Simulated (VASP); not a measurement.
Crystal: Ga.

```
Ga
1.0
     0.00000    2.87445    2.87445
     2.87445    0.00000    2.87445
     2.87445    2.87445    0.00000
Ga
2
Direct
  0.87500 0.87500 0.87500
  0.12500 0.12500 0.12500
```

This isn't the form of Ga at room conditions, which is orthorhombic.

| Property | Result |
| --- | --- |
| Program | VASP 6.6.1 |
| Task | relaxation of cell and atoms |
| Functional | PBE |
| Potentials or basis | VASP PAW PBE potentials, release 64 (Ga_d) |
| Cutoff | 600 eV |
| k mesh | 12 × 12 × 12 |
| Occupations | fermi-dirac, width 0.05 eV |
| Spin | no spin polarisation |

At the start: pressure 3.0 GPa; volume 23.75 Å³/atom.

Q: Where does the relaxation end?

A: Over 4 steps the energy falls by 14.6 meV/atom and the volume is 25.45 Å³/atom (+7.2 %); space group Fd-3m (No. 227, to 0.1 Å) before and after.

Step by step:
| step | energy change (eV) | largest force (eV/Å) | pressure (GPa) | volume (Å³) |
| --- | --- | --- | --- | --- |
| 1 | 0.0000 | 0.0000 | 3.04 | 47.50 |
| 2 | -0.0292 | 0.0000 | 0.19 | 50.66 |
| 3 | -0.0292 | 0.0000 | -0.06 | 50.99 |
| 4 | -0.0293 | 0.0000 | -0.01 | 50.91 |

Final structure:
```cif
data_structure
_symmetry_space_group_name_H-M 'P 1'
_symmetry_Int_Tables_number 1
_cell_length_a 4.1601
_cell_length_b 4.1601
_cell_length_c 4.1601
_cell_angle_alpha 60.000
_cell_angle_beta 60.000
_cell_angle_gamma 60.000
_cell_volume 50.91
loop_
_atom_site_label
_atom_site_type_symbol
_atom_site_fract_x
_atom_site_fract_y
_atom_site_fract_z
_atom_site_occupancy
Ga1 Ga 0.87500 0.87500 0.87500 1
Ga2 Ga 0.12500 0.12500 0.12500 1
```
